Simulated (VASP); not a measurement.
Here is a VASP 6.6.1 calculation.

The input INCAR:

```
ALGO = Normal
EDIFF = 1E-7
EDIFFG = -0.04
ENCUT = 600
GGA = PE
IBRION = 2
ISIF = 3
ISMEAR = 0
ISPIN = 2
LASPH = True
LCHARG = False
LMAXMIX = 4
LORBIT = 11
LREAL = False
LWAVE = False
MAGMOM = 0 1 0 0 0 0
NELM = 150
NSW = 90
PREC = Accurate
SIGMA = 0.1
```

The input KPOINTS:

```
k-points
0
Gamma
  4 4 4
```

POSCAR

```
HfMoSe4
1.0
    0.0000000000      4.3055582400      4.3055582400
    4.3055582400      0.0000000000      4.3055582400
    4.3055582400      4.3055582400      0.0000000000
Hf Mo Se
1 1 4
Direct
    0.2500000000      0.2500000000      0.2500000000
    0.7500000000      0.7500000000      0.7500000000
    0.5932622200      0.5932622200      0.5932622200
    0.5932622200      0.5932622200      0.2202133300
    0.5932622200      0.2202133300      0.5932622200
    0.2202133300      0.5932622200      0.5932622200
```

Potentials or basis: VASP PAW PBE potentials, release 64 (Hf_pv, Mo_sv, Se).

Command:

```sh
$ cat potpaw_PBE.64/Hf_pv/POTCAR potpaw_PBE.64/Mo_sv/POTCAR potpaw_PBE.64/Se/POTCAR > POTCAR
$ mpirun -np 1 vasp_std > vasp.out
```

(1) What does it give for the relaxed volume?

(2) Predict the net moment.

(3) Predict the space group after relaxing (to 0.1 Å).

## Answers

(1) 38.45 Å³/atom.

(2) 0.47 μB per cell.

(3) F-43m (No. 216).

Caveat: the volume moved by over 15 % at a fixed basis, so the end points are rough.
